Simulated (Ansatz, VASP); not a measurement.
## Zn4C in VASP and in Ansatz

```xyz
5
Lattice="2.9443 0.0000 0.0000 0.0000 2.9443 0.0000 0.0000 0.0000 8.6634" Properties=species:S:1:pos:R:3 pbc="T T T"
Zn    1.4722    1.4722    2.6331
Zn    1.4722    1.4722    6.0303
Zn    1.4722    1.4722    0.0000
Zn    0.0000    0.0000    4.3317
C     0.0000    0.0000    0.0000
```

Alike in both runs: functional PBE; k mesh 12 × 12 × 6; occupations gaussian, width 0.1 eV; no spin polarisation.

Ansatz relaxed the structure, and its values are those at the end. VASP's run is a single point on that final structure, the one shown.

|  | VASP | Ansatz |
| --- | --- | --- |
| version | VASP 6.6.1 | Ansatz 0.2.0 |
| potentials or method | VASP PAW PBE potentials, release 64 (Zn, C), cutoff 520 eV | scalar-relativistic, plane waves, PAW |
| valence electrons in the cell | 52 | 52 |

```tsv
	VASP	Ansatz	Ansatz less VASP
gap on the k mesh at the Fermi level (eV)	none	none	-
pressure (GPa)	0.5	0.0	-0.49
rms of the force components (eV/Å)	0.003	0.001	-0.0021
```

A gap of «none» marks a metal or a gap that the smearing closes. The functional is the same, so the differences come from potentials, cutoffs and numerics.
